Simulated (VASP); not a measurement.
Write the native input for VASP 6.6.1 that does the following.

* Task: single point
* Functional: PBE
* Potentials or basis: VASP PAW PBE potentials, release 64 (Na_pv, H)
* Cutoff: 520 eV
* k mesh: 10 × 10 × 10
* Occupations: fermi-dirac, width 0.02 eV
* Spin: no spin polarisation
* Dipole correction: no
* Further INCAR settings: ALGO = Normal; EDIFF = 1e-06; NBANDS = 11

The structure of NaH lies in POSCAR:

```
NaH
1.0
    0.0000000000      2.4160969530      2.4160969530
    2.4160969530      0.0000000000      2.4160969530
    2.4160969530      2.4160969530      0.0000000000
Na H
1 1
Direct
    0.0000000000      0.0000000000      0.0000000000
    0.5000000000      0.5000000000      0.5000000000
```

The input as run:

INCAR

```
ALGO = Normal ; EDIFF = 1E-6
ENCUT = 520 ; GGA = PE
ISIF = 2 ; ISMEAR = -1
LASPH = T ; LCHARG = T
LELF = T ; LREAL = F
LVHAR = T ; LWAVE = F
NBANDS = 11 ; NELM = 60
PREC = Accurate ; SIGMA = 0.02
```

KPOINTS

```
k-points
0
Gamma
  10 10 10
```

Potentials or basis: VASP PAW PBE potentials, release 64 (Na_pv, H).

Run with:

```bash
$ cat potpaw_PBE.64/Na_pv/POTCAR potpaw_PBE.64/H/POTCAR > POTCAR
$ mpirun -np 1 vasp_std > vasp.out
```

It gave:

- Pressure: 0.0 GPa
- Band gap on the k mesh: 3.78 eV, indirect (least direct gap 4.62 eV)

Wall time 22 s on 1 thread of Intel Xeon 8259CL, with other jobs on the host, peak memory 0.15 GiB.
